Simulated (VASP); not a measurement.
# Zr7CSe16 (a cell with a defect) in VASP: electric field gradients with r2SCAN

Aim: the electric field gradients of Zr7CSe16 (a cell with a defect) with r2SCAN.

All numbers are computed with VASP 6.6.1; they aren't measurements. Logs are shortened: lines on timing, memory, paths and dates and some standing lists are left out, and cuts for length are marked.

### Step 1. The cell of the first run

The cell holds a defect, 24 atoms: a = 7.622 Å, b = 7.622 Å, c = 12.800 Å, α = 90.00°, β = 90.00°, γ = 120.00°.

### Step 2. Electric field gradients, r2SCAN

Contents of POSCAR:

```
Zr7CSe16
1.0
    7.6223050204      0.0000000000      0.0000000000
   -3.8111525102      6.6011097830      0.0000000000
    0.0000000000      0.0000000000     12.7998137800
C Zr Se
1 7 16
Direct
    0.0000000000      0.0000000000      0.0000000000
    0.0000000000      0.0000000000      0.5000000000
    0.0000000000      0.5000000000      0.0000000000
    0.0000000000      0.5000000000      0.5000000000
    0.5000000000      0.0000000000      0.0000000000
    0.5000000000      0.0000000000      0.5000000000
    0.5000000000      0.5000000000      0.0000000000
    0.5000000000      0.5000000000      0.5000000000
    0.3332429744      0.1666214872      0.3769993227
    0.3088433557      0.1544216778      0.8906057197
    0.3333333333      0.6666666667      0.3765933379
    0.3333333333      0.6666666667      0.8749994349
    0.8333785128      0.1666214872      0.3769993227
    0.8455783222      0.1544216778      0.8906057197
    0.8333785128      0.6667570256      0.3769993227
    0.8455783222      0.6911566443      0.8906057197
    0.1544216778      0.3088433557      0.1093942803
    0.1666214872      0.3332429744      0.6230006774
    0.1544216778      0.8455783222      0.1093942803
    0.1666214872      0.8333785128      0.6230006774
    0.6666666667      0.3333333333      0.1250005651
    0.6666666667      0.3333333333      0.6234066621
    0.6911566443      0.8455783222      0.1093942803
    0.6667570256      0.8333785128      0.6230006774
```

Contents of INCAR.step1:

```
ALGO = Normal
EDIFF = 1E-5
ENCUT = 580
GGA = PE
GGA_COMPAT = False
ISMEAR = -1
LASPH = True
LCHARG = False
LREAL = False
LWAVE = True
NBANDS = 110
NELM = 120
PREC = Accurate
SIGMA = 0.01
```

Contents of INCAR.step2:

```
ALGO = Normal
EDIFF = 1E-7
ENCUT = 580
GGA_COMPAT = False
ISIF = 2
ISMEAR = -1
ISTART = 1
LASPH = True
LCHARG = False
LEFG = True
LMIXTAU = True
LREAL = False
LWAVE = False
METAGGA = R2SCAN
NBANDS = 110
NELM = 120
PREC = Accurate
SIGMA = 0.01
```

Contents of KPOINTS:

```
k-points
0
Gamma
  3 3 2
```

Potentials or basis: VASP PAW PBE potentials, release 64 (C, Zr_sv, Se).

Run with:

```
cat potpaw_PBE.64/C/POTCAR potpaw_PBE.64/Zr_sv/POTCAR potpaw_PBE.64/Se/POTCAR > POTCAR
cp INCAR.step1 INCAR
mpirun -np 1 vasp_std > vasp.out
cp INCAR.step2 INCAR
mpirun -np 1 vasp_std > vasp.out
```

OUTCAR:

```text
EDIFF = 1E-7
   ENCUT = 580
   ISIF = 2
   ISMEAR = -1
   ISTART = 1
   LASPH = True
   LREAL = False
   METAGGA = R2SCAN
   NELM = 120
   PREC = Accurate

 ion  position               nearest neighbor table
   1  0.000  0.000  0.000-
   2  0.000  0.000  0.500-  15 2.71  13 2.71   9 2.71  18 2.71  20 2.71  24 2.71   4 3.81   8 3.81
                             4 3.81   8 3.81   6 3.81   6 3.81
   3  0.000  0.500  0.000-  16 2.68  17 2.68  14 2.68  19 2.68  12 2.72  21 2.72   5 3.81   5 3.81
                             7 3.81   7 3.81
   4  0.000  0.500  0.500-  13 2.71  15 2.71  20 2.71  18 2.71  11 2.71  22 2.71   2 3.81   6 3.81
                             2 3.81   6 3.81   8 3.81   8 3.81
   5  0.500  0.000  0.000-  10 2.68  23 2.68  19 2.68  14 2.68  21 2.72  12 2.72   3 3.81   7 3.81
                             7 3.81   3 3.81
   6  0.500  0.000  0.500-   9 2.71  13 2.71  24 2.71  20 2.71  22 2.71  11 2.71   4 3.81   8 3.81
                             8 3.81   4 3.81   2 3.81   2 3.81
   7  0.500  0.500  0.000-  10 2.68  23 2.68  17 2.68  16 2.68  21 2.72  12 2.72   5 3.81   5 3.81
                             3 3.81   3 3.81
   8  0.500  0.500  0.500-   9 2.71  15 2.71  24 2.71  18 2.71  22 2.71  11 2.71   2 3.81   6 3.81
                             6 3.81   2 3.81   4 3.81   4 3.81
   9  0.333  0.167  0.377-   2 2.71   8 2.71   6 2.71
  10  0.309  0.154  0.891-   5 2.68   7 2.68
  11  0.333  0.667  0.377-   6 2.71   4 2.71   8 2.71
  12  0.333  0.667  0.875-   5 2.72   3 2.72   7 2.72
  13  0.833  0.167  0.377-   2 2.71   4 2.71   6 2.71
  14  0.846  0.154  0.891-   3 2.68   5 2.68
  15  0.833  0.667  0.377-   2 2.71   4 2.71   8 2.71
  16  0.846  0.691  0.891-   3 2.68   7 2.68
  17  0.154  0.309  0.109-   3 2.68   7 2.68
  18  0.167  0.333  0.623-   2 2.71   4 2.71   8 2.71
  19  0.154  0.846  0.109-   3 2.68   5 2.68
  20  0.167  0.833  0.623-   2 2.71   4 2.71   6 2.71
  21  0.667  0.333  0.125-   5 2.72   3 2.72   7 2.72
  22  0.667  0.333  0.623-   6 2.71   4 2.71   8 2.71
  23  0.691  0.846  0.109-   5 2.68   7 2.68
  24  0.667  0.833  0.623-   2 2.71   8 2.71   6 2.71

  LATTYP: Found a hexagonal cell.
 ALAT       =     7.6223050204
 C/A-ratio  =     1.6792576190

  Lattice vectors:

 A1 = (   7.6223050204,   0.0000000000,   0.0000000000)
 A2 = (  -3.8111525102,   6.6011097830,   0.0000000000)
 A3 = (   0.0000000000,   0.0000000000,  12.7998137800)

Analysis of symmetry for initial positions (statically):
=====================================================================
 Subroutine PRICEL returns:
 Original cell was already a primitive cell.

 Routine SETGRP: Setting up the symmetry group for a
 hexagonal supercell.

 Subroutine GETGRP returns: Found 12 space group operations
 (whereof 12 operations were pure point group operations)
 out of a pool of 24 trial point group operations.

The static configuration has the point symmetry D_3d.

Analysis of symmetry for dynamics (positions and initial velocities):
=====================================================================
 Subroutine PRICEL returns:
 Original cell was already a primitive cell.

 Routine SETGRP: Setting up the symmetry group for a
 hexagonal supercell.

 Subroutine GETGRP returns: Found 12 space group operations
 (whereof 12 operations were pure point group operations)
 out of a pool of 24 trial point group operations.

The dynamic configuration has the point symmetry D_3d.

 Subroutine INISYM returns: Found 12 space group operations
 (whereof 12 operations are pure point group operations),
 and found     1 'primitive' translations

----------------------------------------------------------------------------------------

                                     Primitive cell

  volume of cell :     644.0312

  direct lattice vectors                    reciprocal lattice vectors
     7.622305020  0.000000000  0.000000000     0.131193910  0.075744839  0.000000000
    -3.811152510  6.601109783  0.000000000     0.000000000  0.151489679  0.000000000
     0.000000000  0.000000000 12.799813780     0.000000000  0.000000000  0.078126137

  length of vectors
[... 117 lines left out ...]
   PSTRESS=    0.0 pullay stress
   NELECT =     184.0000    total number of electrons
   NUPDOWN=      -1.0000    fix difference up-down
   EMIN   =  10.00;   EMAX   =-10.00  energy-range for DOS
   EFERMI =   0.00;   METHOD = LEGACY
   ISMEAR =    -1;   SIGMA  =   0.01  broadening in eV -4-tet -1-fermi 0-gaus
   EFERMI_NEDOS =   21; number of points for ismear=-14 and -15
   IALGO  =     38    algorithm
   IMIX   =      4    mixing-type and parameters
     AMIX     =   0.40;   BMIX     =  1.00
     AMIX_MAG =   1.60;   BMIX_MAG =  1.00
  volume/ion in A,a.u.               =      26.83       181.09
  Fermi-wavevector in a.u.,A,eV,Ry     =   1.078231  2.037561 15.817888  1.162582
  Thomas-Fermi vector in A             =   2.214164
   LORBIT       =      0    0 simple, 1 ext, 2 COOP (PROOUT), +10 PAW based schemes
   METAGGA = R2SCAN    functional components
   LHFCALC =     F    Hartree Fock is set to
   AEXX    =    0.0000 exact exchange contribution
   IVDW    =     0    specifies the selected vdW correction
   LEPSILON=     F    determine dielectric tensor
   LRPA    =     F    only Hartree local field effects (RPA)
 non-spin polarized calculation
  energy-cutoff  :      580.00
  volume of cell :      644.03
 maximum number of plane-waves:     20445
 NGX is ok and might be reduce to    60
   NGX = 29   NGY = 29   NGZ = 51

 number of electron     184.0000009 magnetization

 Free energy of the ion-electron system (eV)
  ---------------------------------------------------
  ext. energy  EPLUGINS =         0.00000000
  ---------------------------------------------------
  free energy    TOTEN  =      -424.40440477 eV

  energy without entropy =     -424.39302296  energy(sigma->0) =     -424.39871387

 E-fermi :   2.9992     XC(G=0):  -9.5738

 val. band max:        2.9962713011   @ k =   0.3333   0.0000   0.0000
 cond. band min:       3.0029428441   @ k =   0.3333   0.0000   0.5000
 fundamental gap:      0.0066715430
 Fermi energy:         2.9991942899

 k-point     1 :       0.0000    0.0000    0.0000
  band No.  band energies     occupation
      1     -48.2234      2.00000
      2     -48.2129      2.00000
      3     -48.2129      2.00000
      4     -48.2040      2.00000
      5     -47.5887      2.00000
      6     -47.5796      2.00000
[... 631 lines left out ...]
    103       5.4101      0.00000
    104       5.4101      0.00000
 [bands above 104 left out]

------------------------ aborting loop because EDIFF is reached ----------------------------------------

  FORCE on cell =-STRESS in cart. coord.  units (eV):
  Direction    XX          YY          ZZ          XY          YZ          ZX
  --------------------------------------------------------------------------------------
  -------------------------------------------------------------------------------------
  Total       -4.5231790     -4.5231790     -4.7222231      0.0000000      0.0000000      0.0000000
  in kB      -11.2524588    -11.2524588    -11.7476271      0.0000000      0.0000000      0.0000000
  external PRESSURE =     -11.4175149 kB  Pullay stress =       0.0000000 kB

 VOLUME and BASIS-vectors are now :
 -----------------------------------------------------------------------------
  energy-cutoff  :      580.00
  volume of cell :      644.03
      direct lattice vectors                 reciprocal lattice vectors
     7.622305020  0.000000000  0.000000000     0.131193910  0.075744839  0.000000000
    -3.811152510  6.601109783  0.000000000     0.000000000  0.151489679  0.000000000
     0.000000000  0.000000000 12.799813780     0.000000000  0.000000000  0.078126137

 POSITION                                       TOTAL-FORCE (eV/Angst)
 -----------------------------------------------------------------------------------
      0.00000      0.00000      0.00000         0.000000      0.000000     -0.000000
      0.00000      0.00000      6.39991         0.000000      0.000000     -0.000000
     -1.90558      3.30055      0.00000         0.000000      0.000000     -0.000000
     -1.90558      3.30055      6.39991         0.000000      0.000000     -0.000000
      3.81115      0.00000      0.00000         0.000000      0.000000     -0.000000
      3.81115      0.00000      6.39991         0.000000      0.000000     -0.000000
[... 16 lines left out ...]
      2.04558      5.58176      1.40023        -0.058377     -0.033704     -0.000145
      1.90609      5.50122      7.97429        -0.001784     -0.001030     -0.136264
 -----------------------------------------------------------------------------------
    total drift:                                0.000000      0.000000     -0.000001

  FREE ENERGIE OF THE ION-ELECTRON SYSTEM (eV)
  ---------------------------------------------------
  free  energy   TOTEN  =      -424.4044047745 eV

  energy  without entropy=     -424.3930229557  energy(sigma->0) =     -424.39871387

 Electric field gradients (V/A^2)
---------------------------------------------------------------------
 ion       V_xx      V_yy      V_zz      V_xy      V_xz      V_yz
---------------------------------------------------------------------
   1       3.659     3.659    -7.317     0.000     0.000    -0.000
   2       9.203     9.202   -18.405    -0.000     0.000    -0.000
   3      14.305   -26.833    12.529    35.626     0.260     0.150
   4       9.228     8.418   -17.645     0.701    -0.909    -0.525
   5     -47.402    34.873    12.529    -0.000     0.000    -0.301
   6       8.013     9.632   -17.645    -0.000     0.000     1.050
[... 16 lines left out ...]
  23      53.228   -59.213     5.985    97.377  -146.312   -84.473
  24     -10.521   -10.360    20.881    -0.139    -0.059    -0.034
---------------------------------------------------------------------

 Electric field gradients after diagonalization (V/A^2)
 (convention: |V_zz| > |V_xx| > |V_yy|)
----------------------------------------------------------------------
 ion       V_xx      V_yy      V_zz     asymmetry (V_yy - V_xx)/ V_zz
----------------------------------------------------------------------
   1       3.659     3.659    -7.317       0.000
   2       9.203     9.202   -18.405       0.000
   3      34.877    12.525   -47.402       0.472
   4       9.673     8.013   -17.685       0.094
   5      34.877    12.525   -47.402       0.472
   6       9.673     8.013   -17.685       0.094
[... 16 lines left out ...]
  23    -118.973  -115.433   234.406       0.015
  24     -10.601   -10.279    20.881       0.015
----------------------------------------------------------------------

           NMR quadrupolar parameters

 Cq : quadrupolar parameter    Cq=e*Q*V_zz/h
 eta: asymmetry parameters     (V_yy - V_xx)/ V_zz
 Q  : nuclear electric quadrupole moment in mb (millibarn)
----------------------------------------------------------------------
 ion       Cq(MHz)       eta       Q (mb)
----------------------------------------------------------------------
   1      -0.018       0.000       1.000
   2      -0.045       0.000       1.000
   3      -0.115       0.472       1.000
   4      -0.043       0.094       1.000
   5      -0.115       0.472       1.000
   6      -0.043       0.094       1.000
[... 16 lines left out ...]
  23       0.567       0.015       1.000
  24       0.050       0.015       1.000
----------------------------------------------------------------------
```

Run time: 37 min. Hardware: 1 thread of Intel Xeon 6975P-C (Granite Rapids), shared host; peak memory 1.1 GiB.

Results:

```
Free energy            : -424.4044 eV
Pressure               : -1.1 GPa
Largest force          : 0.136 eV/Å
Band gap on the k mesh : zero (band 92 reaches 3.22 eV, above the bottom of band 93 at 2.98 eV)
```

Forces in eV/Å, atoms in the order of the input:
```
C    0.000  0.000  0.000
Zr   0.000  0.000  0.000
Zr   0.000  0.000  0.000
Zr   0.000  0.000  0.000
Zr   0.000  0.000  0.000
Zr   0.000  0.000  0.000
Zr   0.000  0.000  0.000
Zr   0.000  0.000  0.000
Se   0.002  0.001  0.136
Se   0.058  0.034  0.000
Se   0.000  0.000  0.122
Se   0.000  0.000  0.136
Se  -0.002  0.001  0.136
Se  -0.058  0.034  0.000
Se   0.000 -0.002  0.136
Se   0.000 -0.067  0.000
Se   0.000  0.067  0.000
Se   0.000  0.002 -0.136
Se   0.058 -0.034  0.000
Se   0.002 -0.001 -0.136
Se   0.000  0.000 -0.136
Se   0.000  0.000 -0.122
Se  -0.058 -0.034  0.000
Se  -0.002 -0.001 -0.136
```

Electric field gradients, principal values (V/Å²):
| atom | least | middle | greatest (by size) |
| --- | --- | --- | --- |
| 1 C | 3.659 | 3.659 | -7.317 |
| 2 Zr | 9.202 | 9.203 | -18.405 |
| 3 Zr | 12.525 | 34.877 | -47.402 |
| 4 Zr | 8.013 | 9.673 | -17.685 |
| 5 Zr | 12.525 | 34.877 | -47.402 |
| 6 Zr | 8.013 | 9.673 | -17.685 |
| 7 Zr | 12.525 | 34.878 | -47.402 |
| 8 Zr | 8.013 | 9.673 | -17.685 |
| 9 Se | -10.279 | -10.601 | 20.881 |
| 10 Se | -115.433 | -118.973 | 234.406 |
| 11 Se | -9.349 | -9.349 | 18.698 |
| 12 Se | -7.686 | -7.686 | 15.371 |
| 13 Se | -10.279 | -10.601 | 20.881 |
| 14 Se | -115.433 | -118.973 | 234.406 |
| 15 Se | -10.279 | -10.601 | 20.881 |
| 16 Se | -115.433 | -118.973 | 234.406 |
| 17 Se | -115.433 | -118.973 | 234.406 |
| 18 Se | -10.279 | -10.601 | 20.881 |
| 19 Se | -115.433 | -118.973 | 234.406 |
| 20 Se | -10.279 | -10.601 | 20.881 |
| 21 Se | -7.686 | -7.686 | 15.371 |
| 22 Se | -9.349 | -9.349 | 18.698 |
| 23 Se | -115.433 | -118.973 | 234.406 |
| 24 Se | -10.279 | -10.601 | 20.881 |

Caveat: without QUAD_EFG the Cq values of the log hold for a quadrupole moment of 1 mb, not for the nuclei; the PAW data sets were made with another functional, which shifts forces and pressure a little.
